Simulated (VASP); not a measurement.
# C (R-3m) in VASP: a series of runs, part 2 of 2

VASP 6.6.1. Earlier steps stand in the parts before.

### 4 Single point, r2SCAN (epitaxial 111 strain -4.0%)

POSCAR reads:

```
C
1.0
    0.0524367482      1.7613559250      1.7613559250
    1.7613559250      0.0524367482      1.7613559250
    1.7613559250      1.7613559250      0.0524367482
C
2
Direct
    0.0004415872      0.0004415872      0.0004415872
    0.2495584128      0.2495584128      0.2495584128
```

INCAR.step1 reads:

```
SYSTEM = C
  ALGO = Normal
  EDIFF = 1E-4
  ENCUT = 520
  GGA = PE
  ISMEAR = 0
  LASPH = .TRUE.
  LCHARG = .FALSE.
  LREAL = .FALSE.
  LWAVE = .TRUE.
  NBANDS = 11
  NELM = 80
  PREC = Accurate
  SIGMA = 0.01
```

INCAR.step2 reads:

```
SYSTEM = C
  ALGO = Normal
  EDIFF = 1E-6
  ENCUT = 520
  ISIF = 2
  ISMEAR = 0
  ISTART = 1
  LASPH = .TRUE.
  LCHARG = .FALSE.
  LMIXTAU = .TRUE.
  LREAL = .FALSE.
  LWAVE = .FALSE.
  METAGGA = R2SCAN
  NBANDS = 11
  NELM = 80
  PREC = Accurate
  SIGMA = 0.01
```

KPOINTS reads:

```
k-points
0
G
  12 12 12
  0 0 0
```

Potentials or basis: VASP PAW PBE potentials, release 64 (C).

Run with:

```
$ cat potpaw_PBE.64/C/POTCAR > POTCAR
$ cp INCAR.step1 INCAR
$ mpirun -np 1 vasp_std > vasp.out
$ cp INCAR.step2 INCAR
$ mpirun -np 1 vasp_std > vasp.out
```

OUTCAR:

```text
SYSTEM = C
   EDIFF = 1E-6
   ENCUT = 520
   ISIF = 2
   ISMEAR = 0
   ISTART = 1
   LASPH = .TRUE.
   LREAL = .FALSE.
   METAGGA = R2SCAN
   NELM = 80
   PREC = Accurate

 ion  position               nearest neighbor table
   1  0.000  0.000  0.000-   2 1.49   2 1.49   2 1.49   2 1.54
   2  0.250  0.250  0.250-   1 1.49   1 1.49   1 1.49   1 1.54

  LATTYP: Found a trigonal (rhomboedric) cell.
 ALAT       =     2.4914853003
 COS(alpha) =     0.5295360093

  Lattice vectors:

 A1 = (   0.0524367482,   1.7613559250,   1.7613559250)
 A2 = (   1.7613559250,   0.0524367482,   1.7613559250)
 A3 = (   1.7613559250,   1.7613559250,   0.0524367482)

Analysis of symmetry for initial positions (statically):
=====================================================================
 Subroutine PRICEL returns:
 Original cell was already a primitive cell.

 Routine SETGRP: Setting up the symmetry group for a
 trigonal (rhombohedral) supercell.

 Subroutine GETGRP returns: Found 12 space group operations
 (whereof  6 operations were pure point group operations)
 out of a pool of 12 trial point group operations.

[... 165 lines left out ...]

 val. band max:       11.0447446667   @ k =   0.0000   0.0000   0.0000
 cond. band min:      15.3724265412   @ k =   0.4167   0.4167   0.0000
 fundamental gap:      4.3276818744
 Fermi energy:        11.1766842045

 k-point     1 :       0.0000    0.0000    0.0000
  band No.  band energies     occupation
      1     -12.9287      2.00000
      2      10.7544      2.00000
      3      11.0447      2.00000
      4      11.0447      2.00000
      5      16.0033      0.00000
      6      17.4828      0.00000
      7      17.4828      0.00000
      8      26.9808      0.00000
      9      32.5965      0.00000
     10      39.3289      0.00000
     11      39.3289      0.00000
[... 309 lines left out ...]
 k-point    24 :      -0.4167    0.1667   -0.0000
  band No.  band energies     occupation
      1      -5.7911      2.00000
      2      -3.1298      2.00000
      3       4.6974      2.00000
      4       6.6604      2.00000
      5      18.8299      0.00000
      6      21.8377      0.00000
      7      23.8230      0.00000
      8      28.6858      0.00000
      9      32.6420      0.00000
     10      36.8807      0.00000
     11      38.8218      0.00000

 [... further k-points ...]
[... 5 lines left out ...]
  --------------------------------------------------------------------------------------
  -------------------------------------------------------------------------------------
  Total        2.7870812      2.7870812      2.7870812     -1.3538436     -1.3538436     -1.3538436
  in kB      427.6840562    427.6840562    427.6840562   -207.7504255   -207.7504255   -207.7504255
  external PRESSURE =     427.6840562 kB  Pullay stress =       0.0000000 kB

 VOLUME and BASIS-vectors are now :
 -----------------------------------------------------------------------------
  energy-cutoff  :      520.00
  volume of cell :       10.44
      direct lattice vectors                 reciprocal lattice vectors
     0.052436748  1.761355925  1.761355925    -0.296873903  0.288291278  0.288291278
     1.761355925  0.052436748  1.761355925     0.288291278 -0.296873903  0.288291278
     1.761355925  1.761355925  0.052436748     0.288291278  0.288291278 -0.296873903

 POSITION                                       TOTAL-FORCE (eV/Angst)
 -----------------------------------------------------------------------------------
      0.00158      0.00158      0.00158         0.010954      0.010954      0.010954
      0.89221      0.89221      0.89221        -0.010954     -0.010954     -0.010954
 -----------------------------------------------------------------------------------
    total drift:                               -0.000000      0.000000     -0.000000

  FREE ENERGIE OF THE ION-ELECTRON SYSTEM (eV)
  ---------------------------------------------------
  free  energy   TOTEN  =       -19.4881627522 eV

  energy  without entropy=      -19.4881627522  energy(sigma->0) =      -19.48816275
```

OSZICAR.step1:

```text
N       E                     dE             d eps       ncg     rms          rms(c)
DAV:   1     0.100930014138E+01    0.10093E+01   -0.49633E+03  4292   0.730E+02
DAV:   2    -0.184576421478E+02   -0.19467E+02   -0.18856E+02  5316   0.127E+02
DAV:   3    -0.188172121809E+02   -0.35957E+00   -0.35884E+00  4907   0.133E+01
DAV:   4    -0.188177376000E+02   -0.52542E-03   -0.52541E-03  4469   0.629E-01
DAV:   5    -0.188177381339E+02   -0.53393E-06   -0.53392E-06  4768   0.189E-02    0.620E+00
DAV:   6    -0.182020177927E+02    0.61572E+00   -0.32470E-01  4281   0.410E+00    0.371E+00
DAV:   7    -0.179957806526E+02    0.20624E+00   -0.38853E-01  4551   0.453E+00    0.905E-01
DAV:   8    -0.179978247757E+02   -0.20441E-02   -0.10484E-02  4413   0.789E-01    0.457E-02
DAV:   9    -0.179978554896E+02   -0.30714E-04   -0.59203E-05  4278   0.634E-02
   1 F= -.17997855E+02 E0= -.17997855E+02  d E =-.180410E-26
```

It took 82 s on 1 thread of AMD EPYC 9R45 (Zen 5), shared host; peak memory 0.09 GiB.

What came out:

* Free energy: -19.4882 eV
* Pressure: 42.8 GPa
* Largest force: 0.019 eV/Å
* Band gap on the k mesh: 4.33 eV, indirect (least direct gap 4.96 eV)

Forces on the atoms (eV/Å):
```
C    0.011  0.011  0.011
C   -0.011 -0.011 -0.011
```

Caveat: the cell differs from its parent crystal (epitaxial 111 strain -4.0%); the PAW data sets were made with another functional, which shifts forces and pressure a little.

### 5 Summary

| level | cell | smearing | gap on the mesh (eV) | pressure (GPa) | largest force (eV/Å) |
| --- | --- | --- | --- | --- | --- |
| PBE | a = 2.538 Å, angles 61.4°, 2 atoms | fermi-dirac 0.02 eV | 4.01 | -17.6 | 0.05 |
| PBE | a = 2.546 Å, angles 61.9°, 2 atoms | fermi-dirac 0.02 eV | 3.92 | -23.7 | 0.06 |
| r2SCAN | a = 2.491 Å, angles 58.0°, 2 atoms | gaussian 0.01 eV | 4.33 | 42.8 | 0.02 |

Alike in all rows: task single point; potentials or basis VASP PAW PBE potentials, release 64 (C); no spin polarisation; k mesh 12 × 12 × 12; cutoff (eV) 520.

Caveats: the PAW data sets were made with another functional, which shifts forces and pressure a little (some runs).

Absolute energies hang on the potentials; compare differences alone.
